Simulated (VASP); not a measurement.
Crystal: La3MgTe2.

```xyz
6
Lattice="4.7176 0.0000 0.0000 -2.3588 4.0855 0.0000 0.0000 0.0000 9.1373" Properties=species:S:1:pos:R:3 pbc="T T T"
La    2.3588    0.0000    0.3269
La   -1.1794    2.0428    0.3269
La    1.1794    2.0428    0.3269
Mg    0.0000    0.0000    0.2564
Te    0.0000    0.0000    6.7963
Te    0.0000    0.0000    4.4953
```

The cell was generated, and may not be a known phase.

| Item | Value |
| --- | --- |
| Program | VASP 6.6.1 |
| Task | relaxation of cell and atoms |
| Functional | PBE |
| Potentials or basis | VASP PAW PBE potentials, release 64 (La, Mg, Te) |
| Cutoff | 600 eV |
| k mesh | 6 × 6 × 2 |
| Occupations | gaussian, width 0.1 eV |
| Spin | no spin polarisation |

At the start: pressure 59.1 GPa; volume 29.35 Å³/atom.

How do energy, volume and symmetry change on relaxing?

Over 49 steps the energy falls by 4224.5 meV/atom and the volume is 54.90 Å³/atom (+87.1 %); space group P6mm (No. 183, to 0.1 Å) before and after.

Step by step:
```tsv
step	energy change (eV)	largest force (eV/Å)	pressure (GPa)	volume (Å³)
1	0.0000	8.3245	59.08	176.11
3	-22.5935	1.2419	0.55	351.14
5	-22.7274	1.2180	-0.80	386.61
7	-23.1252	1.6612	-0.51	369.10
9	-23.6063	2.1588	-0.19	349.33
11	-24.4161	2.4885	0.04	324.68
13	-24.5390	2.3005	0.19	321.00
15	-24.9475	1.2356	-0.56	323.85
17	-25.0471	0.9266	-0.37	320.04
19	-25.1570	0.4834	0.42	310.04
21	-25.1802	0.3301	0.33	312.89
23	-25.2141	0.3977	0.00	324.77
25	-25.2286	0.2793	-0.17	327.65
27	-25.2573	0.2877	0.39	320.56
29	-25.2824	0.2510	0.36	323.05
31	-25.2867	1.1201	0.41	334.39
33	-25.3220	0.4158	0.22	331.65
35	-25.3369	0.1034	-0.11	339.68
37	-25.3383	0.1417	0.00	337.18
39	-25.3389	0.1071	0.00	336.92
41	-25.3394	0.1688	0.17	331.46
43	-25.3407	0.0881	0.08	333.77
45	-25.3440	0.0734	0.02	332.80
47	-25.3463	0.0642	-0.08	330.93
49	-25.3469	0.0385	-0.02	329.42
```

Final structure:
```
CELL_PARAMETERS angstrom
6.49519 0.00000 0.00000
-3.24760 5.62500 0.00000
0.00000 0.00000 9.01650
ATOMIC_POSITIONS crystal
La 0.50000 0.00000 0.06463
La 0.00000 0.50000 0.06463
La 0.50000 0.50000 0.06463
Mg 0.00000 0.00000 0.05873
Te 0.00000 0.00000 0.77797
Te 0.00000 0.00000 0.34058
```

Caveat: the volume moved by over 15 % at a fixed basis, so the end points are rough.
